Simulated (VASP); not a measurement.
BN: single point with PBE+D3(BJ)

BN:

```
B N
1.0
    -2.50644    0.00000    0.00000
    -1.25322   -2.17064    0.00000
    -2.50656   -1.44717   13.23369
B N
4 4
Cartesian
  -1.2532 -0.7235 11.5795
  -1.2532 -0.7235 4.9626
  -2.5064 -1.4471 1.6542
  -2.5064 -1.4471 8.2711
  -1.2532 -0.7235 1.6542
  -1.2532 -0.7235 8.2711
  -2.5064 -1.4471 11.5795
  -2.5064 -1.4471 4.9626
```

This cell differs from its parent crystal: the part above a cut slid along it.

```
Program                : VASP 6.6.1
Task                   : single point
Functional             : PBE
Dispersion             : D3(BJ)
Potentials or basis    : VASP PAW PBE potentials, release 64 (B, N)
Cutoff                 : 520 eV
k mesh                 : 10 × 10 × 2
Occupations            : gaussian, width 0.05 eV
Spin                   : no spin polarisation
Dipole correction      : no
Further INCAR settings : ALGO = Normal; EDIFF = 1e-06; NBANDS = 26
```

```
Pressure                   : 0.0 GPa
Largest force              : 0.014 eV/Å
Band gap on the k mesh     : 4.13 eV (least direct gap 4.25 eV)
Dispersion energy per atom : -0.142 eV
```

Forces in eV/Å, atoms in the order of the input:
```
B    0.000  0.000 -0.014
B    0.000  0.000  0.001
B    0.000  0.000  0.014
B    0.000  0.000 -0.001
N    0.000  0.000 -0.007
N    0.000  0.000  0.000
N    0.000  0.000  0.007
N    0.000  0.000  0.000
```

Stress tensor (GPa, compression positive):
```
 0.08  0.00  0.00
 0.00  0.08  0.00
 0.00  0.00 -0.06
```

Levels at points of the mesh, in eV from the valence-band top:
| k point | band 14 | band 15 | band 16 | band 17 | band 18 | band 19 |
| --- | --- | --- | --- | --- | --- | --- |
| (0.00, 0.00, 0.00) | -1.35 | -1.34 | -1.34 | 5.23 | 7.59 | 7.62 |
| (0.50, 0.00, 0.00) | -1.12 | -0.83 | -0.53 | 4.13 | 4.77 | 4.79 |
| (0.50, 0.50, 0.00) | -1.12 | -0.83 | -0.53 | 4.13 | 4.77 | 4.79 |
| (0.00, 0.00, 0.50) | -1.35 | -1.34 | -1.34 | 5.92 | 5.95 | 9.37 |
| (0.50, 0.00, 0.50) | -1.13 | -0.77 | -0.57 | 4.26 | 4.37 | 5.21 |
| (0.50, 0.50, 0.50) | -1.13 | -0.77 | -0.57 | 4.26 | 4.37 | 5.21 |

Run time: 2.9 min on 1 thread of Intel Xeon 8259CL (shared host), peak memory 0.25 GiB.

Caveat: the cell differs from its parent crystal (the part above a cut slid along it). A k mesh can miss the band edges.
